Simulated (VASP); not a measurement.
A run of VASP 6.6.1:

INCAR

```
  PREC = Accurate
  ENCUT = 520
  EDIFF = 1E-6
  ISMEAR = 1
  SIGMA = 0.05
  LREAL = False
  LASPH = True
  NELM = 80
  ALGO = Normal
  ISIF = 2
  LWAVE = False
  LCHARG = True
  GGA = PS
  LELF = True
  LVHAR = True
  NBANDS = 32
```

KPOINTS

```
regular mesh
0
Gamma
  6 6 6
```

The input POSCAR:

```
Ti3S2
1.0
    2.7488129101      1.5870331533      3.2802251490
   -2.7488129101      1.5870331533      3.2802251490
    0.0000000000     -3.1740561751      3.2802251490
Ti S
3 2
Direct
    0.3356500000      0.6643400000      0.0000000000
    0.6643400000      0.0000000000      0.3356500000
    0.0000000000      0.3356500000      0.6643400000
    0.8321600000      0.8321600000      0.8321600000
    0.1678400000      0.1678400000      0.1678400000
```

Potentials or basis: VASP PAW PBE potentials, release 64 (Ti_sv, S).

Command:

```console
$ cat potpaw_PBE.64/Ti_sv/POTCAR potpaw_PBE.64/S/POTCAR > POTCAR
$ mpirun -np 1 vasp_std > vasp.out
```

Hardware: 1 thread of AMD EPYC 9R45 96-Core Processor (Zen 5) (shared host).

Question: How long does it take, and how much memory?

Answer: Wall time 90 s on 1 thread of AMD EPYC 9R45 96-Core Processor (Zen 5), on a shared host, peak memory 0.22 GiB. Counts: scf iterations 14, k points 40.
